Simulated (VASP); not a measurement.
# WS2 in VASP: a series of runs, part 2 of 2

VASP 6.6.1.

### Step 3. Single point, r2SCAN

Input file POSCAR:

```
WS2
1.0
    3.1810954061      0.0000000000      0.0000000000
   -1.5905477030      2.7549094335      0.0000000000
    0.0000000000      0.0000000000     16.9507399955
W S
1 2
Direct
    0.3333333333      0.6666666667      0.0000000000
    0.6666666667      0.3333333333      0.9080224901
    0.6666666667      0.3333333333      0.0919775099
```

Input file INCAR.step1:

```
SYSTEM = WS2
ALGO = Normal
EDIFF = 1E-4
ENCUT = 520
GGA = PE
ISMEAR = 0
LASPH = .True.
LCHARG = .False.
LREAL = .False.
LWAVE = .True.
NBANDS = 20
NELM = 60
PREC = Accurate
SIGMA = 0.02
```

Input file INCAR.step2:

```
SYSTEM = WS2
ALGO = Normal
EDIFF = 1E-6
ENCUT = 520
ISIF = 2
ISMEAR = 0
ISTART = 1
LASPH = .True.
LCHARG = .False.
LMIXTAU = .True.
LREAL = .False.
LWAVE = .False.
METAGGA = R2SCAN
NBANDS = 20
NELM = 60
PREC = Accurate
SIGMA = 0.02
```

Input file KPOINTS:

```
k-points
0
Gamma
  12 12 2
  0 0 0
```

Potentials or basis: VASP PAW PBE potentials, release 64 (W_sv, S).

Started as:

```bash
> cat potpaw_PBE.64/W_sv/POTCAR potpaw_PBE.64/S/POTCAR > POTCAR
> cp INCAR.step1 INCAR
> mpirun -np 1 vasp_std > vasp.out
> cp INCAR.step2 INCAR
> mpirun -np 1 vasp_std > vasp.out
```

Wall time 3.1 min (1 thread of Intel Xeon 6975P-C (Granite Rapids), shared host); peak memory 0.34 GiB.

The run converged. Its results:

* Free energy: -70.0409 eV
* Largest force: 0.022 eV/Å
* Band gap on the k mesh: 1.91 eV, indirect (least direct gap 1.93 eV)

Forces on the atoms (eV/Å):
```
W    0.000  0.000  0.000
S    0.000  0.000 -0.022
S    0.000  0.000  0.022
```

Levels at points of the mesh, in eV from the valence-band top:
| k point | band 9 | band 10 | band 11 | band 12 | band 13 | band 14 | band 15 | band 16 | band 17 | band 18 |
| --- | --- | --- | --- | --- | --- | --- | --- | --- | --- | --- |
| (0.00, 0.00, 0.00) | -3.07 | -2.23 | -1.78 | -1.78 | 0.00 | 3.08 | 3.08 | 3.23 | 3.23 | 5.58 |
| (0.50, 0.00, 0.00) | -4.65 | -3.64 | -2.27 | -1.43 | -0.98 | 3.00 | 3.47 | 4.41 | 5.01 | 5.55 |
| (0.00, 0.00, 0.50) | -3.07 | -2.23 | -1.78 | -1.78 | 0.00 | 3.08 | 3.08 | 3.23 | 3.23 | 5.65 |
| (0.50, 0.00, 0.50) | -4.65 | -3.64 | -2.27 | -1.43 | -0.98 | 3.00 | 3.47 | 4.41 | 5.01 | 5.55 |

Caveat: the PAW data sets were made with another functional, which shifts forces and pressure a little; spin-orbit coupling is left out, which moves the levels of the heavy elements.

### Step 4. Single point, r2SCAN (volume scaled by 1.03, then relaxed in part)

Input file POSCAR:

```
WS2
1.0
    3.1811372826      0.0000000000      0.0000000000
   -1.5905686413      2.7549456996      0.0000000000
    0.0000000000      0.0000000000     17.4588025314
W S
1 2
Direct
    0.3333333333      0.6666666667      0.0000000000
    0.6666666667      0.3333333333      0.9106969768
    0.6666666667      0.3333333333      0.0893030232
```

Input file INCAR.step1:

```
SYSTEM = WS2
  PREC = Accurate
  ENCUT = 520
  ISMEAR = 0
  SIGMA = 0.02
  LREAL = .FALSE.
  LASPH = .TRUE.
  NELM = 60
  NBANDS = 20
  GGA = PE
  ALGO = Normal
  EDIFF = 1E-4
  LWAVE = .TRUE.
  LCHARG = .FALSE.
```

Input file INCAR.step2:

```
SYSTEM = WS2
  PREC = Accurate
  ENCUT = 520
  EDIFF = 1E-6
  ISMEAR = 0
  SIGMA = 0.02
  LREAL = .FALSE.
  LASPH = .TRUE.
  NELM = 60
  ALGO = Normal
  ISIF = 2
  LWAVE = .FALSE.
  LCHARG = .TRUE.
  METAGGA = R2SCAN
  LMIXTAU = .TRUE.
  LELF = .TRUE.
  LVHAR = .TRUE.
  NBANDS = 20
  ISTART = 1
```

Input file KPOINTS:

```
regular mesh
0
G
  12 12 2
  0 0 0
```

Started as:

```bash
> cat potpaw_PBE.64/W_sv/POTCAR potpaw_PBE.64/S/POTCAR > POTCAR
> cp INCAR.step1 INCAR
> mpirun -np 1 vasp_std > vasp.out
> cp INCAR.step2 INCAR
> mpirun -np 1 vasp_std > vasp.out
```

Run time: 3.4 min. Hardware: 1 thread of Intel Xeon 6975P-C (Granite Rapids), shared host; peak memory 0.36 GiB.

It converged, with:

* Free energy: -70.0408 eV
* Largest force: 0.022 eV/Å
* Band gap on the k mesh: 1.91 eV, indirect (least direct gap 1.93 eV)

Forces on the atoms (eV/Å):
```
W    0.000  0.000  0.000
S    0.000  0.000 -0.022
S    0.000  0.000  0.022
```

Levels at points of the mesh, in eV from the valence-band top:
```
           k point  band 11  band 12  band 13  band 14  band 15  band 16
(0.00, 0.00, 0.00)    -1.78    -1.78     0.00     3.08     3.08     3.23
(0.50, 0.00, 0.00)    -2.27    -1.43    -0.98     3.00     3.47     4.41
(0.00, 0.00, 0.50)    -1.78    -1.78     0.00     3.08     3.08     3.23
(0.50, 0.00, 0.50)    -2.27    -1.43    -0.98     3.00     3.47     4.41
```

Caveat: the PAW data sets were made with another functional, which shifts forces and pressure a little; spin-orbit coupling is left out, which moves the levels of the heavy elements.

### Step 5. Single point, r2SCAN (volume scaled by 1.06, then relaxed in part)

Input file POSCAR:

```
WS2
1.0
    3.1811421531      0.0000000000      0.0000000000
   -1.5905710765      2.7549499176      0.0000000000
    0.0000000000      0.0000000000     17.9672563252
W S
1 2
Direct
    0.3333333333      0.6666666667      0.0000000000
    0.6666666667      0.3333333333      0.9132240815
    0.6666666667      0.3333333333      0.0867759185
```

Input file INCAR.step1:

```
SYSTEM = WS2
PREC     = Accurate       ! precision mode
ENCUT    = 520            ! plane-wave cutoff, eV
ISMEAR   = 0              ! smearing method
SIGMA    = 0.02           ! smearing width, eV
LREAL    = .False.        ! projectors in reciprocal space
LASPH    = .True.         ! aspherical terms in the spheres
NELM     = 60             ! most SCF steps
NBANDS   = 20             ! bands
GGA      = PE             ! functional
ALGO     = Normal         ! electronic algorithm
EDIFF    = 1E-4           ! SCF threshold, eV
LWAVE    = .True.         ! write WAVECAR
LCHARG   = .False.        ! write CHGCAR
```

Input file INCAR.step2:

```
SYSTEM = WS2
PREC     = Accurate       ! precision mode
ENCUT    = 520            ! plane-wave cutoff, eV
EDIFF    = 1E-7           ! SCF threshold, eV
ISMEAR   = 0              ! smearing method
SIGMA    = 0.02           ! smearing width, eV
LREAL    = .False.        ! projectors in reciprocal space
LASPH    = .True.         ! aspherical terms in the spheres
NELM     = 60             ! most SCF steps
ALGO     = Normal         ! electronic algorithm
ISIF     = 2              ! what is computed and relaxed
LWAVE    = .False.        ! write WAVECAR
LCHARG   = .False.        ! write CHGCAR
METAGGA  = R2SCAN         ! meta-GGA
LMIXTAU  = .True.       
NBANDS   = 20             ! bands
ISTART   = 1
```

Input file KPOINTS:

```
regular mesh
0
Gamma
  12 12 2
  0 0 0
```

Started as:

```bash
> cat potpaw_PBE.64/W_sv/POTCAR potpaw_PBE.64/S/POTCAR > POTCAR
> cp INCAR.step1 INCAR
> mpirun -np 1 vasp_std > vasp.out
> cp INCAR.step2 INCAR
> mpirun -np 1 vasp_std > vasp.out
```

Wall time 4 min (1 thread of Intel Xeon 6975P-C (Granite Rapids), shared host); peak memory 0.36 GiB.

Results (log left out):

* Free energy: -70.0407 eV
* Largest force: 0.020 eV/Å
* Band gap on the k mesh: 1.91 eV, indirect (least direct gap 1.93 eV)

Forces on the atoms (eV/Å):
```
W    0.000  0.000  0.000
S    0.000  0.000 -0.020
S    0.000  0.000  0.020
```

Levels at points of the mesh, in eV from the valence-band top:
```tsv
k point	band 9	band 10	band 11	band 12	band 13	band 14	band 15	band 16	band 17	band 18
(0.00, 0.00, 0.00)	-3.07	-2.23	-1.78	-1.78	0.00	3.08	3.08	3.23	3.23	5.59
(0.50, 0.00, 0.00)	-4.65	-3.64	-2.27	-1.43	-0.98	3.00	3.47	4.41	5.01	5.55
(0.00, 0.00, 0.50)	-3.07	-2.23	-1.78	-1.78	0.00	3.08	3.08	3.23	3.23	5.64
(0.50, 0.00, 0.50)	-4.65	-3.64	-2.27	-1.43	-0.98	3.00	3.47	4.41	5.01	5.55
```

Caveat: the PAW data sets were made with another functional, which shifts forces and pressure a little; spin-orbit coupling is left out, which moves the levels of the heavy elements.

### Step 6. Single point, r2SCAN

Input file POSCAR:

```
WS2
1.0
    3.1810953945      0.0000000000      0.0000000000
   -1.5905476972      2.7549094235      0.0000000000
    0.0000000000      0.0000000000     16.9507399470
W S
1 2
Direct
    0.3333333333      0.6666666667      0.0000000000
    0.6666666667      0.3333333333      0.9080224898
    0.6666666667      0.3333333333      0.0919775102
```

Input file INCAR.step1:

```
  PREC = Accurate
  ENCUT = 520
  ISMEAR = 0
  SIGMA = 0.02
  LREAL = F
  LASPH = T
  NELM = 100
  NBANDS = 20
  GGA = PE
  ALGO = Normal
  EDIFF = 1E-4
  LWAVE = T
  LCHARG = F
```

Input file INCAR.step2:

```
  PREC = Accurate
  ENCUT = 520
  EDIFF = 1E-6
  ISMEAR = 0
  SIGMA = 0.02
  LREAL = F
  LASPH = T
  NELM = 100
  ALGO = Normal
  ISIF = 2
  LWAVE = F
  LCHARG = F
  METAGGA = R2SCAN
  LMIXTAU = T
  NBANDS = 20
  ISTART = 1
```

Input file KPOINTS:

```
regular mesh
0
Gamma
  12 12 2
```

Potentials or basis: VASP PAW PBE potentials, release 64 (W_sv, S).

Started as:

```bash
> cat potpaw_PBE.64/W_sv/POTCAR potpaw_PBE.64/S/POTCAR > POTCAR
> cp INCAR.step1 INCAR
> mpirun -np 1 vasp_std > vasp.out
> cp INCAR.step2 INCAR
> mpirun -np 1 vasp_std > vasp.out
```

Wall time 2.7 min (1 thread of Intel Xeon 6975P-C (Granite Rapids), shared host); peak memory 0.34 GiB.

The run converged. Its results:

- Free energy: -70.0409 eV
- Largest force: 0.022 eV/Å
- Band gap on the k mesh: 1.91 eV, indirect (least direct gap 1.93 eV)

Forces on the atoms (eV/Å):
```
W    0.000  0.000  0.000
S    0.000  0.000 -0.022
S    0.000  0.000  0.022
```

Levels at points of the mesh, in eV from the valence-band top:
```
           k point  band 10  band 11  band 12  band 13  band 14  band 15  band 16  band 17
(0.00, 0.00, 0.00)    -2.23    -1.78    -1.78     0.00     3.08     3.08     3.23     3.23
(0.50, 0.00, 0.00)    -3.64    -2.27    -1.43    -0.98     3.00     3.47     4.41     5.01
(0.00, 0.00, 0.50)    -2.23    -1.78    -1.78     0.00     3.08     3.08     3.23     3.23
(0.50, 0.00, 0.50)    -3.64    -2.27    -1.43    -0.98     3.00     3.47     4.41     5.01
```

Caveat: the PAW data sets were made with another functional, which shifts forces and pressure a little; spin-orbit coupling is left out, which moves the levels of the heavy elements.

### Step 7. The runs side by side

| cell | gap on the mesh (eV) | largest force (eV/Å) |
| --- | --- | --- |
| a = 3.181, b = 3.181, c = 16.951 Å, angles 90.0, 90.0, 120.0°, 3 atoms | 1.91 | 0.02 |
| a = 3.181, b = 3.181, c = 17.459 Å, angles 90.0, 90.0, 120.0°, 3 atoms | 1.91 | 0.02 |
| a = 3.181, b = 3.181, c = 17.967 Å, angles 90.0, 90.0, 120.0°, 3 atoms | 1.91 | 0.02 |

Alike in all rows: task single point; level r2SCAN; potentials or basis VASP PAW PBE potentials, release 64 (W_sv, S); no spin polarisation; k mesh 12 × 12 × 2; cutoff (eV) 520; smearing gaussian 0.02 eV.

Caveats: the PAW data sets were made with another functional, which shifts forces and pressure a little; spin-orbit coupling is left out, which moves the levels of the heavy elements.

Total energies depend on the potentials used, so only differences within one code and one set of settings carry meaning.
